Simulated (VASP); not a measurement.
# In (P6_3/mmc) in VASP: notebook, part 3 of 3

VASP 6.6.1. The steps go on from the part before.

## Step 4: Single point, LDA (strained)

Contents of INCAR:

```
SYSTEM = In
PREC = Accurate ; ENCUT = 520
EDIFF = 1E-7 ; ISMEAR = 0
SIGMA = 0.1 ; LREAL = .FALSE.
LASPH = .TRUE. ; NELM = 80
ALGO = Fast ; ISIF = 2
LWAVE = .FALSE. ; LCHARG = .FALSE.
GGA = CA ; NBANDS = 34
```

Contents of KPOINTS:

```
Automatic mesh
0
G
  15 15 4
  0 0 0
```

Contents of POSCAR:

```
In
1.0
    3.5242992153      0.0000000000      0.0000000000
   -1.7621496076      3.0521326509      0.0000000000
    0.0000000000      0.0000000000     11.3148544488
In
4
Direct
    0.0000000000      0.0000000000      0.0000000000
    0.3333333300      0.6666666700      0.2500000000
    0.0000000000      0.0000000000      0.5000000000
    0.6666666700      0.3333333300      0.7500000000
```

Potentials or basis: VASP PAW LDA potentials, release 64 (In_d).

On the command line:

```
$ cat potpaw_LDA.64/In_d/POTCAR > POTCAR
$ mpirun -np 1 vasp_std > vasp.out
```

OUTCAR:

```text
SYSTEM = In
   PREC = Accurate
   ENCUT = 520
   EDIFF = 1E-7
   ISMEAR = 0
   LREAL = .FALSE.
   LASPH = .TRUE.
   NELM = 80
   ISIF = 2
   GGA = CA

 ion  position               nearest neighbor table
   1  0.000  0.000  0.000-   2 3.48   4 3.48   2 3.48   4 3.48   4 3.48   2 3.48
   2  0.333  0.667  0.250-   1 3.48   3 3.48   1 3.48   3 3.48   1 3.48   3 3.48
   3  0.000  0.000  0.500-   2 3.48   4 3.48   2 3.48   4 3.48   4 3.48   2 3.48
   4  0.667  0.333  0.750-   1 3.48   3 3.48   1 3.48   3 3.48   1 3.48   3 3.48

  LATTYP: Found a hexagonal cell.
 ALAT       =     3.5242992153
 C/A-ratio  =     3.2105260529

  Lattice vectors:

 A1 = (   3.5242992153,   0.0000000000,   0.0000000000)
 A2 = (  -1.7621496076,   3.0521326509,   0.0000000000)
 A3 = (   0.0000000000,   0.0000000000,  11.3148544488)

Analysis of symmetry for initial positions (statically):
=====================================================================
 Subroutine PRICEL returns:
 Original cell was already a primitive cell.

 Routine SETGRP: Setting up the symmetry group for a
 hexagonal supercell.

 Subroutine GETGRP returns: Found 24 space group operations
 (whereof 12 operations were pure point group operations)
 out of a pool of 24 trial point group operations.

The static configuration has the point symmetry D_3d.
 The point group associated with its full space group is D_6h.

Analysis of symmetry for dynamics (positions and initial velocities):
=====================================================================
 Subroutine PRICEL returns:
 Original cell was already a primitive cell.

 Routine SETGRP: Setting up the symmetry group for a
 hexagonal supercell.

 Subroutine GETGRP returns: Found 24 space group operations
 (whereof 12 operations were pure point group operations)
 out of a pool of 24 trial point group operations.

The dynamic configuration has the point symmetry D_3d.
 The point group associated with its full space group is D_6h.

 Subroutine INISYM returns: Found 24 space group operations
[... 122 lines left out ...]
  volume/ion in A,a.u.               =      30.43       205.33
  Fermi-wavevector in a.u.,A,eV,Ry     =   1.233013  2.330056 20.685215  1.520320
  Thomas-Fermi vector in A             =   2.367760
   LORBIT       =      0    0 simple, 1 ext, 2 COOP (PROOUT), +10 PAW based schemes
   GGA     = CA    functional components
   LHFCALC =     F    Hartree Fock is set to
   AEXX    =    0.0000 exact exchange contribution
   IVDW    =     0    specifies the selected vdW correction
   LEPSILON=     F    determine dielectric tensor
   LRPA    =     F    only Hartree local field effects (RPA)
 non-spin polarized calculation
 RMM-DIIS sequential band-by-band and
 Gauss-broadening in eV      SIGMA  =   0.10
  energy-cutoff  :      520.00
  volume of cell :      121.71
 maximum number of plane-waves:      3324
 NGX is ok and might be reduce to    28
   NGX = 13   NGY = 13   NGZ = 43

 number of electron      51.9999996 magnetization

 Free energy of the ion-electron system (eV)
  ---------------------------------------------------
  ext. energy  EPLUGINS =         0.00000000
  ---------------------------------------------------
  free energy    TOTEN  =       -12.32191511 eV

  energy without entropy =      -12.31180253  energy(sigma->0) =      -12.31685882

 E-fermi :   5.5986     XC(G=0):  -9.8282

 val. band max:        5.5814055462   @ k =   0.3333   0.0667   0.0000
 cond. band min:       5.6106629854   @ k =   0.3333   0.2000   0.5000
 fundamental gap:      0.0292574392
 Fermi energy:         5.5985540109

 k-point     1 :       0.0000    0.0000    0.0000
  band No.  band energies     occupation
      1      -8.8328      2.00000
      2      -8.8163      2.00000
      3      -8.8099      2.00000
      4      -8.8099      2.00000
      5      -8.7977      2.00000
      6      -8.7926      2.00000
[... 877 lines left out ...]
     33       8.7482      0.00000
     34       9.9032      0.00000

 [... further k-points ...]

------------------------ aborting loop because EDIFF is reached ----------------------------------------

  FORCE on cell =-STRESS in cart. coord.  units (eV):
  Direction    XX          YY          ZZ          XY          YZ          ZX
  --------------------------------------------------------------------------------------
  -------------------------------------------------------------------------------------
  Total       -4.6543071     -4.6543071     -4.5255342     -0.0000000      0.0000000      0.0000000
  in kB      -61.2689537    -61.2689537    -59.5737974     -0.0000000      0.0000000      0.0000000
  external PRESSURE =     -60.7039016 kB  Pullay stress =       0.0000000 kB

 VOLUME and BASIS-vectors are now :
 -----------------------------------------------------------------------------
  energy-cutoff  :      520.00
  volume of cell :      121.71
      direct lattice vectors                 reciprocal lattice vectors
     3.524299215  0.000000000  0.000000000     0.283744353  0.163819878  0.000000000
    -1.762149608  3.052132651  0.000000000     0.000000000  0.327639757  0.000000000
     0.000000000  0.000000000 11.314854449     0.000000000  0.000000000  0.088379396

 POSITION                                       TOTAL-FORCE (eV/Angst)
 -----------------------------------------------------------------------------------
      0.00000      0.00000      0.00000         0.000000      0.000000     -0.000000
     -0.00000      2.03476      2.82871        -0.000000     -0.000000      0.000000
      0.00000      0.00000      5.65743         0.000000      0.000000     -0.000000
      1.76215      1.01738      8.48614         0.000000      0.000000      0.000000
 -----------------------------------------------------------------------------------
    total drift:                                0.000000      0.000000      0.000000

  FREE ENERGIE OF THE ION-ELECTRON SYSTEM (eV)
  ---------------------------------------------------
  free  energy   TOTEN  =       -12.3219151145 eV

  energy  without entropy=      -12.3118025327  energy(sigma->0) =      -12.31685882
```

OSZICAR:

```text
N       E                     dE             d eps       ncg     rms          rms(c)
DAV:   1     0.496383277770E+03    0.49638E+03   -0.24808E+04  5508   0.201E+03
[... 11 lines left out ...]
RMM:  13    -0.123219180720E+02   -0.29868E-06   -0.32063E-05  8908   0.342E-02    0.700E-02
RMM:  14    -0.123219165243E+02    0.15477E-05   -0.48000E-06  6922   0.173E-02    0.693E-02
RMM:  15    -0.123219152627E+02    0.12617E-05   -0.18496E-05  7112   0.417E-02    0.405E-02
RMM:  16    -0.123219150092E+02    0.25350E-06   -0.19426E-06  7691   0.105E-02    0.357E-02
RMM:  17    -0.123219149740E+02    0.35116E-07   -0.20858E-06  5979   0.147E-02    0.316E-02
RMM:  18    -0.123219152017E+02   -0.22770E-06   -0.46232E-07  5528   0.532E-03    0.249E-02
RMM:  19    -0.123219151145E+02    0.87193E-07   -0.18597E-07  3306   0.497E-03
   1 F= -.12321915E+02 E0= -.12316859E+02  d E =-.101126E-01
```

stdout:

```text
POSCAR found type information on POSCAR In
 POSCAR found :  1 types and       4 ions
 scaLAPACK will be used
 LDA part: xc-table for (Slater(with rela. corr.)+CA(PZ))
 , standard interpolation
 POSCAR, INCAR and KPOINTS ok, starting setup
 FFT: planning ... GRIDC
 FFT: planning ... GRID_SOFT
 FFT: planning ... GRID
 WAVECAR not read
 entering main loop
WARNING in EDDRMM: call to ZHEGV failed, returncode =   8  4     34
```

Run time: 4.8 min. Hardware: 1 thread of AMD EPYC 9R45 (Zen 5), shared host; peak memory 0.32 GiB.

What came out:

| Property | Result |
| --- | --- |
| Free energy | -12.3219 eV |
| Pressure | -6.1 GPa |
| Band gap on the k mesh | zero (bands 26 and 27 overlap by 4.21 eV) |

Caveat: the cell differs from its parent crystal (strained); the cell stands under tension; spin-orbit coupling is left out, which moves the levels of the heavy elements.

## Step 5: The runs side by side

| level | potentials or basis | cell | further INCAR settings | gap on the mesh (eV) | pressure (GPa) |
| --- | --- | --- | --- | --- | --- |
| PBE | VASP PAW PBE potentials, release 64 (In_d) | a = 3.458, b = 3.458, c = 10.130 Å, angles 90.0, 90.0, 120.0°, 4 atoms | ALGO = Fast; EDIFF = 1e-06; NBANDS = 34 | none | 2.3 |
| LDA | VASP PAW LDA potentials, release 64 (In_d) | a = 3.459, b = 3.459, c = 11.266 Å, angles 90.0, 90.0, 120.0°, 4 atoms | ALGO = Fast; EDIFF = 1e-06; NBANDS = 34 | none | -5.4 |
| LDA | VASP PAW LDA potentials, release 64 (In_d) | a = 3.524, b = 3.524, c = 11.315 Å, angles 90.0, 90.0, 120.0°, 4 atoms | ALGO = Fast; EDIFF = 1e-07; NBANDS = 34 | none | -6.1 |

Alike in all rows: task single point; no spin polarisation; k mesh 15 × 15 × 4; cutoff (eV) 520; smearing gaussian 0.1 eV.

Caveats: spin-orbit coupling is left out, which moves the levels of the heavy elements; the cell stands under tension (at least some runs).

Absolute energies hang on the potentials; compare differences alone.

The gap in the log of VASP goes by the Fermi energy; the results here count the filled bands.